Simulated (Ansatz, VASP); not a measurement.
GaN: VASP beside Ansatz

File POSCAR:

```
GaN
1.0
    0.0000000000      2.0872157748      2.0872157748
    2.0872157748      0.0000000000      2.0872157748
    2.0872157748      2.0872157748      0.0000000000
Ga N
1 1
Direct
    0.5000000000      0.5000000000      0.5000000000
    0.0000000000      0.0000000000      0.0000000000
```

File INCAR.step1:

```
PREC = Accurate ; ENCUT = 520
ISMEAR = 0 ; SIGMA = 0.01
LREAL = F ; LASPH = T
NELM = 60 ; NBANDS = 16
GGA = PE ; ALGO = Normal
EDIFF = 1E-4 ; LWAVE = T
LCHARG = F
```

The input INCAR.step2:

```
PREC = Accurate ; ENCUT = 520
EDIFF = 1E-6 ; ISMEAR = 0
SIGMA = 0.01 ; LREAL = F
LASPH = T ; NELM = 60
ALGO = Normal ; ISIF = 2
LWAVE = F ; LCHARG = F
METAGGA = R2SCAN ; LMIXTAU = T
NBANDS = 16 ; ISTART = 1
```

File KPOINTS:

```
Automatic mesh
0
Gamma
  8 8 8
```

Input for Ansatz:

```yaml
crystal:
  lattice:
    - [0.0, 2.0872157748, 2.0872157748]
    - [2.0872157748, 0.0, 2.0872157748]
    - [2.0872157748, 2.0872157748, 0.0]
  atoms:
    - { symbol: Ga, position: [0.5, 0.5, 0.5] }
    - { symbol: "N", position: [0.0, 0.0, 0.0] }
kpoints:
  mp_grid: { grid: [8, 8, 8] }
hamiltonian:
  xc: r2scan
scf:
  occupations: { method: fixed }
  n_extra_bands: 4
output:
  forces: true
  stress: true
  eigenvalues: true
```

Alike in both runs: task single point; functional r2SCAN; k mesh 8 × 8 × 8; no spin polarisation.

|  | VASP | Ansatz |
| --- | --- | --- |
| version | VASP 6.6.1 | Ansatz 0.2.0 |
| potentials or method | VASP PAW PBE potentials, release 64 (Ga_d, N) | plane waves, PAW |
| plane-wave cutoff (eV) | 520 | 500 |
| occupations | gaussian, width 0.01 eV | fixed |
| valence electrons in the cell | 18 | 18 |

|  | VASP | Ansatz | Ansatz less VASP |
| --- | --- | --- | --- |
| gap on the k mesh at the Fermi level (eV) | 1.38 | 1.40 | +0.024 |
| pressure (GPa) | 9.4 | 7.9 | -1.49 |

VASP's potentials were made for PBE, not for r2SCAN.
